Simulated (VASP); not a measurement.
Input of a VASP 6.6.1 run:

POSCAR

```
KI
1.0
    5.9722832596      0.0000000000      0.0000000000
   -2.9861416298      5.1721490214      0.0000000000
    0.0000000000      0.0000000000      6.9658933308
K I
2 2
Direct
    0.3333333333      0.6666666667      0.2500000000
    0.6666666667      0.3333333333      0.7500000000
    0.6666666667      0.3333333333      0.2500000000
    0.3333333333      0.6666666667      0.7500000000
```

Contents of INCAR.step1:

```
SYSTEM = KI
PREC = Accurate
ENCUT = 520
ISMEAR = -1
SIGMA = 0.03
LREAL = .FALSE.
LASPH = .TRUE.
NELM = 100
NBANDS = 24
GGA = PE
ALGO = Normal
EDIFF = 1E-4
LWAVE = .TRUE.
LCHARG = .FALSE.
```

File INCAR.step2:

```
SYSTEM = KI
PREC = Accurate
ENCUT = 520
EDIFF = 1E-6
ISMEAR = -1
SIGMA = 0.03
LREAL = .FALSE.
LASPH = .TRUE.
NELM = 100
ALGO = Normal
ISIF = 2
LWAVE = .FALSE.
LCHARG = .FALSE.
METAGGA = R2SCAN
LMIXTAU = .TRUE.
LUSE_VDW = .TRUE.
IVDW_NL = 2
BPARAM = 11.95
CPARAM = 0.0093
NBANDS = 24
ISTART = 1
```

The input KPOINTS:

```
Automatic mesh
0
G
  6 6 4
  0 0 0
```

Potentials or basis: VASP PAW PBE potentials, release 64 (K_sv, I).

The run is started by

```bash
$ cat potpaw_PBE.64/K_sv/POTCAR potpaw_PBE.64/I/POTCAR > POTCAR
$ cp INCAR.step1 INCAR
$ mpirun -np 1 vasp_std > vasp.out
$ cp INCAR.step2 INCAR
$ mpirun -np 1 vasp_std > vasp.out
```

(1) Predict the band gap on the k mesh.

(2) Predict the pressure.

## Answers

(1) 4.22 eV, direct.

(2) 0.0 GPa.

Caveat: the PAW data sets were made with another functional, which shifts forces and pressure a little; spin-orbit coupling is left out, which moves the levels of the heavy elements.
